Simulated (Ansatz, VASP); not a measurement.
Sn2GeO3 in VASP and in Ansatz

File INCAR:

```
SYSTEM = Sn2GeO3
  ALGO = Normal
  EDIFF = 1E-7
  ENCUT = 520
  GGA = PE
  ISIF = 2
  ISMEAR = 0
  LASPH = .TRUE.
  LCHARG = .FALSE.
  LREAL = .FALSE.
  LWAVE = .FALSE.
  NBANDS = 72
  NELM = 60
  PREC = Accurate
  SIGMA = 0.1
```

File KPOINTS:

```
k-points
0
G
  4 4 2
  0 0 0
```

The input POSCAR:

```
Sn2GeO3
1.0
    3.7920761000      0.0000000000      0.0000000000
    0.0000000000      3.7920761000      0.0000000000
    0.0000000000      0.0000000000     14.7242394000
Sn Ge O
4 2 6
Direct
    0.0000000000      0.5000000000      0.9055480000
    0.0000000000      0.5000000000      0.2556770000
    0.5000000000      0.0000000000      0.0944520000
    0.5000000000      0.0000000000      0.7443230000
    0.0000000000      0.5000000000      0.5660160000
    0.5000000000      0.0000000000      0.4339840000
    0.5000000000      0.5000000000      0.8250970000
    0.5000000000      0.5000000000      0.1749030000
    0.5000000000      0.5000000000      0.5000000000
    0.0000000000      0.0000000000      0.8250970000
    0.0000000000      0.0000000000      0.1749030000
    0.0000000000      0.0000000000      0.5000000000
```

Input for Ansatz:

```yaml
crystal:
  lattice:
    - [3.7920761, 0.0, 0.0]
    - [0.0, 3.7920761, 0.0]
    - [0.0, 0.0, 14.7242394]
  atoms:
    - { symbol: Sn, position: [0.0, 0.5, 0.905548] }
    - { symbol: Sn, position: [0.0, 0.5, 0.255677] }
    - { symbol: Sn, position: [0.5, 0.0, 0.094452] }
    - { symbol: Sn, position: [0.5, 0.0, 0.744323] }
    - { symbol: Ge, position: [0.0, 0.5, 0.566016] }
    - { symbol: Ge, position: [0.5, 0.0, 0.433984] }
    - { symbol: O, position: [0.5, 0.5, 0.825097] }
    - { symbol: O, position: [0.5, 0.5, 0.174903] }
    - { symbol: O, position: [0.5, 0.5, 0.5] }
    - { symbol: O, position: [0.0, 0.0, 0.825097] }
    - { symbol: O, position: [0.0, 0.0, 0.174903] }
    - { symbol: O, position: [0.0, 0.0, 0.5] }
basis:
  ecutwfc: 420
kpoints:
  mp_grid: { grid: [4, 4, 2] }
hamiltonian:
  xc: pbe
scf:
  occupations: { method: gaussian, width: 0.1 }
  lower_state_search: "off"
output:
  forces: true
  stress: true
  eigenvalues: true
```

Alike in both runs: task single point; functional PBE; k mesh 4 × 4 × 2; occupations gaussian, width 0.1 eV; no spin polarisation.

|  | VASP | Ansatz |
| --- | --- | --- |
| version | VASP 6.6.1 | Ansatz 0.2.0 |
| potentials or method | VASP PAW PBE potentials, release 64 (Sn_d, Ge_d, O), cutoff 520 eV | scalar-relativistic, plane waves, PAW |
| valence electrons in the cell | 120 | 120 |

|  | VASP | Ansatz | Ansatz less VASP |
| --- | --- | --- | --- |
| gap on the k mesh at the Fermi level (eV) | 0.90 | 0.89 | -0.005 |
| least direct gap on the mesh (eV) | 1.49 | 1.52 | +0.027 |
| pressure (GPa) | 0.3 | 0.1 | -0.21 |
| rms of the force components (eV/Å) | 0.030 | 0.008 | -0.0218 |

Atom by atom the forces differ by 0.031 eV/Å (rms over components). The functional is the same, so the differences come from potentials, cutoffs and numerics.
